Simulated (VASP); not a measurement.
Input of a VASP 6.6.1 run:

INCAR

```
SYSTEM = Zr
PREC = Accurate ; ENCUT = 520
EDIFF = 1E-7 ; ISMEAR = -1
SIGMA = 0.08 ; LREAL = .False.
LASPH = .True. ; NELM = 100
ALGO = Normal ; ISIF = 2
LWAVE = .False. ; LCHARG = .False.
GGA = PS ; NBANDS = 19
```

Contents of KPOINTS:

```
Automatic mesh
0
Gamma
  13 13 7
  0 0 0
```

Contents of POSCAR:

```
Zr
1.0
    3.2319982225      0.0161599911      0.0161599911
   -1.6020041484      2.7909125700      0.0059149673
    0.0257350000      0.0257350000      5.1470000000
Zr
2
Direct
    0.3333333333      0.6666666667      0.2500000000
    0.6666666667      0.3333333333      0.7500000000
```

Potentials or basis: VASP PAW PBE potentials, release 64 (Zr_sv).

Run with:

```console
$ cat potpaw_PBE.64/Zr_sv/POTCAR > POTCAR
$ mpirun -np 1 vasp_std > vasp.out
```

Question: What does it give for the largest force?

Answer: 0.018 eV/Å.

Question: Estimate the pressure.

Answer: -3.2 GPa.

Question: Predict the band gap on the k mesh.

Answer: Zero (band 12 reaches 9.81 eV, above the bottom of band 13 at 8.61 eV).

Stress tensor (GPa, compression positive):
```
-3.44 -0.43 -0.22
-0.43 -3.43 -0.22
-0.22 -0.22 -2.80
```

Caveat: the cell differs from its parent crystal (equal xy, yz and zx shear strains of +1 %); the PAW data sets were made with another functional, which shifts forces and pressure a little.
